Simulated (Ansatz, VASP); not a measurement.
# Two plane-wave programs on N

INCAR

```
PREC = Accurate
ENCUT = 520
EDIFF = 1E-8
ISMEAR = -1
SIGMA = 0.05
LREAL = False
LASPH = True
NELM = 80
ALGO = Normal
ISIF = 2
LWAVE = False
LCHARG = False
GGA = PE
LEFG = True
NBANDS = 8
```

Contents of KPOINTS:

```
Automatic mesh
0
Gamma
  20 20 20
```

Contents of POSCAR:

```
N
1.0
    0.0000000000      1.5733742144      1.5733742144
    1.5733742144      0.0000000000      1.5733742144
    1.5733742144      1.5733742144      0.0000000000
N
1
Direct
    0.0000000000      0.0000000000      0.0000000000
```

Input for Ansatz:

```yaml
crystal:
  lattice:
    - [0.0, 1.5733742144, 1.5733742144]
    - [1.5733742144, 0.0, 1.5733742144]
    - [1.5733742144, 1.5733742144, 0.0]
  atoms:
    - { symbol: "N", position: [0.0, 0.0, 0.0] }
kpoints:
  mp_grid: { grid: [20, 20, 20] }
scf:
  occupations: { method: fermi_dirac, width: 0.05 }
hamiltonian:
  xc: pbe
  pseudopotentials: { kind: paw }
output:
  forces: true
  stress: true
  eigenvalues: true
  efg: { contact_densities: true }
```

Change from the starting cell: volume scaled by 1.025, PAW files.

Alike in both runs: task electric field gradients; functional PBE; k mesh 20 × 20 × 20; occupations fermi-dirac, width 0.05 eV; no spin polarisation.

|  | VASP | Ansatz |
| --- | --- | --- |
| version | VASP 6.6.1 | Ansatz 0.2.0 |
| potentials or method | VASP PAW PBE potentials, release 64 (N) | PAW with Ansatz's default frozen-core files, scalar-relativistic |
| plane-wave cutoff (eV) | 520 | 420 |
| valence electrons in the cell | 5 | 5 |

```csv
,VASP,Ansatz,Ansatz less VASP
pressure (GPa),-4.3,-4.1,+0.21
```

The functional is the same, so the differences come from potentials, cutoffs and numerics.
